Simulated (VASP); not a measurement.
# Ge (Cmcm) in VASP: further runs

Runs on Ge. Level: PBEsol. Tasks: single point, relaxation of cell and atoms.

Everything below comes from runs of VASP 6.6.1. Logs are shortened: lines on timing, memory, paths and dates and some standing lists are left out, and cuts for length are marked.

## 1. The cell of the first run

The typed cell holds 2 atoms: a = 2.813 Å, b = 2.813 Å, c = 4.463 Å, α = 90.00°, β = 90.00°, γ = 120.12°.

This isn't the form of Ge at room conditions, which is diamond.

## 2. Single point, PBEsol

Input file INCAR:

```
SYSTEM = Ge
PREC = Accurate
ENCUT = 520
EDIFF = 1E-6
ISMEAR = -1
SIGMA = 0.1
LREAL = .FALSE.
LASPH = .TRUE.
NELM = 80
ALGO = Normal
ISIF = 2
LWAVE = .FALSE.
LCHARG = .FALSE.
GGA = PS
NBANDS = 21
```

Input file KPOINTS:

```
Automatic mesh
0
G
  12 12 7
  0 0 0
```

Input file POSCAR:

```
Ge
1.0
    2.8133708061      0.0050828291      0.0000000000
   -1.4163718568      2.4308376932      0.0000000000
    0.0000000000      0.0000000000      4.4631647017
Ge
2
Direct
    0.6661018542      0.3338981458      0.2500000000
    0.3338981458      0.6661018542      0.7500000000
```

Potentials or basis: VASP PAW PBE potentials, release 64 (Ge_d).

Command:

```
> cat potpaw_PBE.64/Ge_d/POTCAR > POTCAR
> mpirun -np 1 vasp_std > vasp.out
```

OUTCAR:

```text
SYSTEM = Ge
   PREC = Accurate
   ENCUT = 520
   EDIFF = 1E-6
   ISMEAR = -1
   LREAL = .FALSE.
   LASPH = .TRUE.
   NELM = 80
   ISIF = 2
   GGA = PS

 ion  position               nearest neighbor table
   1  0.666  0.334  0.250-   2 2.76   2 2.76   2 2.76   2 2.76   2 2.76   2 2.76
   2  0.334  0.666  0.750-   1 2.76   1 2.76   1 2.76   1 2.76   1 2.76   1 2.76

  LATTYP: Found a base centered orthorhombic cell.
 ALAT       =     2.8080802794
 B/A-ratio  =     1.7364042152
 C/A-ratio  =     1.5894006786

  Lattice vectors:

 A1 = (   2.8133708061,   0.0050828291,   0.0000000000)
 A2 = (  -1.4163718568,   2.4308376932,   0.0000000000)
 A3 = (   0.0000000000,   0.0000000000,   4.4631647017)

Analysis of symmetry for initial positions (statically):
=====================================================================
 Subroutine PRICEL returns:
 Original cell was already a primitive cell.

 Routine SETGRP: Setting up the symmetry group for a
 base centered orthorhombic supercell.

 Subroutine GETGRP returns: Found  8 space group operations
 (whereof  4 operations were pure point group operations)
 out of a pool of  8 trial point group operations.

The static configuration has the point symmetry C_2h.
 The point group associated with its full space group is D_2h.

Analysis of symmetry for dynamics (positions and initial velocities):
=====================================================================
 Subroutine PRICEL returns:
 Original cell was already a primitive cell.

 Routine SETGRP: Setting up the symmetry group for a
 base centered orthorhombic supercell.

 Subroutine GETGRP returns: Found  8 space group operations
 (whereof  4 operations were pure point group operations)
 out of a pool of  8 trial point group operations.

The dynamic configuration has the point symmetry C_2h.
 The point group associated with its full space group is D_2h.

 Subroutine INISYM returns: Found  8 space group operations
 (whereof  4 operations are pure point group operations),
 and found     1 'primitive' translations

----------------------------------------------------------------------------------------

                                     Primitive cell

  volume of cell :      30.5550

  direct lattice vectors                    reciprocal lattice vectors
     2.813370806  0.005082829  0.000000000     0.355071723  0.206889006  0.000000000
    -1.416371857  2.430837693  0.000000000    -0.000742447  0.410948218  0.000000000
     0.000000000  0.000000000  4.463164702     0.000000000  0.000000000  0.224056262

  length of vectors
     2.813375398  2.813375398  4.463164702     0.410948889  0.410948889  0.224056262

  position of ions in fractional coordinates (direct lattice)
     0.666101854  0.333898146  0.250000000
     0.333898146  0.666101854  0.750000000

  ion indices of the primitive-cell ions
   primitive index   ion index
                 1           1
                 2           2

----------------------------------------------------------------------------------------

 KPOINTS: Automatic mesh

Automatic generation of k-mesh.
 Grid dimensions read from file:
 generate k-points for:   12   12    7

 Generating k-lattice:

  Cartesian coordinates                     Fractional coordinates (reciprocal lattice)
     0.029589310  0.017240751  0.000000000     0.083333333 -0.000000000  0.000000000
    -0.000061871  0.034245685  0.000000000     0.000000000  0.083333333  0.000000000
     0.000000000  0.000000000  0.032008037     0.000000000  0.000000000  0.142857143

  Length of vectors
     0.034245741  0.034245741  0.032008037

  Shift w.r.t. Gamma in fractional coordinates (k-lattice)
     0.000000000  0.000000000  0.000000000

 Subroutine IBZKPT returns following result:
 ===========================================

 Found    172 irreducible k-points:

 Following reciprocal coordinates:
            Coordinates               Weight
  0.000000  0.000000  0.000000      1.000000
  0.083333  0.000000  0.000000      4.000000
  0.166667  0.000000  0.000000      4.000000
  0.250000  0.000000  0.000000      4.000000
  0.333333  0.000000  0.000000      4.000000
  0.416667  0.000000  0.000000      4.000000
[... 16 lines left out ...]
  0.500000  0.166667  0.000000      4.000000
 -0.416667  0.166667  0.000000      4.000000
 [... further k-points ...]
   k-points           NKPTS =    172   k-points in BZ     NKDIM =    172   number of bands    NBANDS=     21
   number of dos      NEDOS =    301   number of ions     NIONS =      2
   total plane-waves  NPLWV =  20736
   dimension x,y,z NGX =    24 NGY =   24 NGZ =   36
   dimension x,y,z NGXF=    48 NGYF=   48 NGZF=   72
   ions per type =               2
   NGX,Y,Z   is equivalent  to a cutoff of  14.18, 14.18, 13.41 a.u.
   NGXF,Y,Z  is equivalent  to a cutoff of  28.36, 28.36, 26.82 a.u.
 SYSTEM =  Ge
   PREC   = accura    normal or accurate (medium, high low for compatibility)
   ISTART =      0    job   : 0-new  1-cont  2-samecut
   ICHARG =      2    charge: 1-file 2-atom 10-const
   ISPIN  =      1    spin polarized calculation?
   LNONCOLLINEAR =      F non collinear calculations
   LSORBIT =      F    spin-orbit coupling
   LASPH  =      T    aspherical Exc in radial PAW
   ENCUT  =  520.0 eV  38.22 Ry    6.18 a.u.   5.23  5.23  8.30*2*pi/ulx,y,z
   NELM   =     80;   NELMIN=  2; NELMDL= -5     # of ELM steps
   EDIFF  = 0.1E-05   stopping-criterion for ELM
   LREAL  =      F    real-space projection
   EDIFFG = 0.1E-04   stopping-criterion for IOM
   NSW    =      0    number of steps for IOM
   IBRION =     -1    ionic relax: 0-MD 1-quasi-New 2-CG
   NFREE  =      0    steps in history (QN), initial steepest desc. (CG)
   ISIF   =      2    stress and relaxation
   ISYM   =      2    0-nonsym 1-usesym 2-fastsym
   POTIM  = 0.5000    time-step for ionic-motion
   TEBEG  =    0.0;   TEEND  =   0.0 temperature during run
   PSTRESS=    0.0 pullay stress
   NELECT =      28.0000    total number of electrons
   NUPDOWN=      -1.0000    fix difference up-down
   EMIN   =  10.00;   EMAX   =-10.00  energy-range for DOS
   EFERMI =   0.00;   METHOD = LEGACY
   ISMEAR =    -1;   SIGMA  =   0.10  broadening in eV -4-tet -1-fermi 0-gaus
   EFERMI_NEDOS =   21; number of points for ismear=-14 and -15
   IALGO  =     38    algorithm
   IMIX   =      4    mixing-type and parameters
     AMIX     =   0.40;   BMIX     =  1.00
     AMIX_MAG =   1.60;   BMIX_MAG =  1.00
  volume/ion in A,a.u.               =      15.28       103.10
  Fermi-wavevector in a.u.,A,eV,Ry     =   1.590132  3.004914 34.402611  2.528521
  Thomas-Fermi vector in A             =   2.688874
   LORBIT       =      0    0 simple, 1 ext, 2 COOP (PROOUT), +10 PAW based schemes
   GGA     = PS    functional components
   LHFCALC =     F    Hartree Fock is set to
   AEXX    =    0.0000 exact exchange contribution
   IVDW    =     0    specifies the selected vdW correction
   LEPSILON=     F    determine dielectric tensor
   LRPA    =     F    only Hartree local field effects (RPA)
 non-spin polarized calculation
  energy-cutoff  :      520.00
  volume of cell :       30.56
 maximum number of plane-waves:       836
 NGX is ok and might be reduce to    24
   NGX = 11   NGY = 11   NGZ = 17

 number of electron      28.0000004 magnetization

 Free energy of the ion-electron system (eV)
  ---------------------------------------------------
  ext. energy  EPLUGINS =         0.00000000
  ---------------------------------------------------
  free energy    TOTEN  =        -9.01032813 eV

  energy without entropy =       -8.98903973  energy(sigma->0) =       -8.99968393

 E-fermi :   9.2202     XC(G=0): -12.5434

 val. band max:        9.2183962336   @ k =   0.3333   0.3333   0.1429
 cond. band min:       9.2293304032   @ k =   0.5000   0.1667   0.4286
 fundamental gap:      0.0109341696
 Fermi energy:         9.2201597163

 k-point     1 :       0.0000    0.0000    0.0000
  band No.  band energies     occupation
      1     -15.6551      2.00000
      2     -15.6191      2.00000
      3     -15.6164      2.00000
      4     -15.6138      2.00000
      5     -15.5991      2.00000
      6     -15.5973      2.00000
[... 13 lines left out ...]
     20      22.8249      0.00000
     21      24.9814      0.00000

 k-point     2 :       0.0833    0.0000    0.0000
  band No.  band energies     occupation
      1     -15.6531      2.00000
      2     -15.6288      2.00000
      3     -15.6054      2.00000
      4     -15.6006      2.00000
      5     -15.5951      2.00000
      6     -15.5887      2.00000
[... 13 lines left out ...]
     20      23.3457      0.00000
     21      24.6980      0.00000

 k-point     3 :       0.1667    0.0000    0.0000
  band No.  band energies     occupation
      1     -15.6650      2.00000
      2     -15.6240      2.00000
      3     -15.5991      2.00000
      4     -15.5957      2.00000
      5     -15.5952      2.00000
      6     -15.5771      2.00000
[... 13 lines left out ...]
     20      23.7242      0.00000
     21      24.7196      0.00000

 k-point     4 :       0.2500    0.0000    0.0000
  band No.  band energies     occupation
      1     -15.6888      2.00000
      2     -15.6222      2.00000
      3     -15.6181      2.00000
      4     -15.6104      2.00000
      5     -15.5836      2.00000
      6     -15.5387      2.00000
[... 13 lines left out ...]
     20      22.8005      0.00000
     21      24.3160      0.00000

 k-point     5 :       0.3333    0.0000    0.0000
  band No.  band energies     occupation
      1     -15.7120      2.00000
      2     -15.6481      2.00000
      3     -15.6239      2.00000
      4     -15.6229      2.00000
      5     -15.5632      2.00000
      6     -15.5269      2.00000
[... 13 lines left out ...]
     20      22.0835      0.00000
     21      23.5418      0.00000
[... 382 lines left out ...]
     20      21.0974      0.00000
     21      27.6445      0.00000

 k-point    22 :       0.4167    0.1667    0.0000
  band No.  band energies     occupation
      1     -15.6925      2.00000
      2     -15.6893      2.00000
      3     -15.6166      2.00000
      4     -15.6030      2.00000
      5     -15.5536      2.00000
      6     -15.5416      2.00000
[... 13 lines left out ...]
     20      20.9530      0.00000
     21      27.9261      0.00000

 k-point    23 :       0.5000    0.1667    0.0000
  band No.  band energies     occupation
      1     -15.6849      2.00000
      2     -15.6843      2.00000
      3     -15.6171      2.00000
      4     -15.6092      2.00000
      5     -15.5495      2.00000
      6     -15.5476      2.00000
[... 13 lines left out ...]
     20      21.1160      0.00000
     21      27.6907      0.00000

 k-point    24 :      -0.4167    0.1667    0.0000
  band No.  band energies     occupation
      1     -15.6707      2.00000
      2     -15.6647      2.00000
      3     -15.6286      2.00000
      4     -15.6165      2.00000
      5     -15.5591      2.00000
      6     -15.5329      2.00000
[... 13 lines left out ...]
     20      21.5701      0.00000
     21      25.4809      0.00000

 [... further k-points ...]
[... 5 lines left out ...]
  --------------------------------------------------------------------------------------
  -------------------------------------------------------------------------------------
  Total        3.8178972      3.8246367      3.8107176      0.0057594      0.0000000      0.0000000
  in kB      200.1944471    200.5478379    199.8179780      0.3019965      0.0000000      0.0000000
  external PRESSURE =     200.1867543 kB  Pullay stress =       0.0000000 kB

 VOLUME and BASIS-vectors are now :
 -----------------------------------------------------------------------------
  energy-cutoff  :      520.00
  volume of cell :       30.56
      direct lattice vectors                 reciprocal lattice vectors
     2.813370806  0.005082829  0.000000000     0.355071723  0.206889006  0.000000000
    -1.416371857  2.430837693  0.000000000    -0.000742447  0.410948218  0.000000000
     0.000000000  0.000000000  4.463164702     0.000000000  0.000000000  0.224056262

 POSITION                                       TOTAL-FORCE (eV/Angst)
 -----------------------------------------------------------------------------------
      1.40107      0.81504      1.11579        -0.001316      0.000755      0.000000
     -0.00407      1.62088      3.34737         0.001316     -0.000755      0.000000
 -----------------------------------------------------------------------------------
    total drift:                                0.000000      0.000000      0.000000

  FREE ENERGIE OF THE ION-ELECTRON SYSTEM (eV)
  ---------------------------------------------------
  free  energy   TOTEN  =        -9.0103281273 eV

  energy  without entropy=       -8.9890397311  energy(sigma->0) =       -8.99968393
```

Run time: 2 min. Hardware: 1 thread of Intel Xeon 8259CL, shared host; peak memory 0.21 GiB.

Results:

```
Free energy            : -9.0103 eV
Pressure               : 20.0 GPa
Band gap on the k mesh : zero (bands 14 and 15 overlap by 11.63 eV)
```

Levels at points of the mesh, in eV from the Fermi level:
```csv
k point,band 10,band 11,band 12,band 13,band 14,band 15,band 16,band 17,band 18,band 19
"(0.00, 0.00, 0.00)",-24.68,-15.22,-8.02,-6.88,7.75,7.83,10.16,10.18,12.06,12.86
"(0.50, 0.00, 0.00)",-24.66,-9.29,-8.17,-2.00,-1.59,-1.43,1.08,2.62,6.71,8.47
"(0.50, 0.50, 0.00)",-24.66,-9.31,-8.20,-2.02,-1.61,-1.44,1.03,2.69,6.78,8.54
```

Caveat: the cell stands under pressure; the PAW data sets were made with another functional, which shifts forces and pressure a little.

## 3. Single point, PBEsol

This run uses another cell than the first one, of 16.47 Å³/atom.

Input file INCAR:

```
SYSTEM = Ge
ALGO = Normal
EDIFF = 1E-6
ENCUT = 520
GGA = PS
ISIF = 2
ISMEAR = -1
LASPH = .TRUE.
LCHARG = .FALSE.
LREAL = .FALSE.
LWAVE = .FALSE.
NBANDS = 21
NELM = 100
PREC = Accurate
SIGMA = 0.1
```

Input file KPOINTS:

```
k-points
0
G
  12 12 7
  0 0 0
```

Input file POSCAR:

```
Ge
1.0
    2.9144538598     -0.0284508386      0.0000000000
   -1.4963625497      2.5011497098      0.0000000000
    0.0000000000      0.0000000000      4.5457383391
Ge
2
Direct
    0.6560160688      0.3439839312      0.2500000000
    0.3439839312      0.6560160688      0.7500000000
```

Potentials or basis: VASP PAW PBE potentials, release 64 (Ge_d).

Command:

```
> cat potpaw_PBE.64/Ge_d/POTCAR > POTCAR
> mpirun -np 1 vasp_std > vasp.out
```

Wall time 2.1 min (1 thread of Intel Xeon 8259CL, shared host); peak memory 0.22 GiB.

The run converged. Its results:

- Free energy: -9.2319 eV
- Pressure: 10.1 GPa
- Band gap on the k mesh: zero (bands 14 and 15 overlap by 10.14 eV)

Levels at points of the mesh, in eV from the Fermi level:
```csv
k point,band 11,band 12,band 13,band 14,band 15,band 16,band 17,band 18
"(0.00, 0.00, 0.00)",-14.46,-7.70,-6.31,6.57,7.62,9.37,9.46,11.29
"(0.50, 0.00, 0.00)",-8.98,-7.61,-2.09,-1.36,-1.29,1.45,2.20,6.08
"(0.50, 0.50, 0.00)",-9.09,-8.12,-2.17,-1.57,-1.16,0.64,2.94,6.95
```

Caveat: the cell stands under pressure; the PAW data sets were made with another functional, which shifts forces and pressure a little.

## 4. Single point, PBEsol

This run uses another cell than the first one, of 17.28 Å³/atom.

Input file INCAR:

```
SYSTEM = Ge
PREC = Accurate ; ENCUT = 520
EDIFF = 1E-7 ; ISMEAR = -1
SIGMA = 0.1 ; LREAL = .FALSE.
LASPH = .TRUE. ; NELM = 80
ALGO = Normal ; ISIF = 2
LWAVE = .FALSE. ; LCHARG = .FALSE.
GGA = PS ; NBANDS = 21
```

Input file KPOINTS:

```
Automatic mesh
0
G
  12 12 7
  0 0 0
```

Input file POSCAR:

```
Ge
1.0
    2.9697143869     -0.0348103665      0.0000000000
   -1.5297582698      2.5456344862      0.0000000000
    0.0000000000      0.0000000000      4.6040624666
Ge
2
Direct
    0.6537486420      0.3462513580      0.2500000000
    0.3462513580      0.6537486420      0.7500000000
```

Command:

```
> cat potpaw_PBE.64/Ge_d/POTCAR > POTCAR
> mpirun -np 1 vasp_std > vasp.out
```

Wall time 2.3 min (1 thread of Intel Xeon 8259CL, shared host); peak memory 0.23 GiB.

It converged, with:

```
Free energy            : -9.3082 eV
Pressure               : 5.1 GPa
Band gap on the k mesh : zero (bands 14 and 15 overlap by 9.72 eV)
```

Levels at points of the mesh, in eV from the Fermi level:
```tsv
k point	band 11	band 12	band 13	band 14	band 15	band 16	band 17	band 18
(0.00, 0.00, 0.00)	-13.99	-7.54	-5.96	6.12	7.31	8.89	9.06	10.80
(0.50, 0.00, 0.00)	-8.81	-7.33	-2.19	-1.25	-1.20	1.58	2.08	5.85
(0.50, 0.50, 0.00)	-8.89	-7.97	-2.19	-1.51	-1.00	0.61	2.89	6.87
```

Caveat: the cell stands under pressure; the PAW data sets were made with another functional, which shifts forces and pressure a little.

(Part 1 of 2 ends here.)

The gap in the log of VASP goes by the Fermi energy; the results here count the filled bands.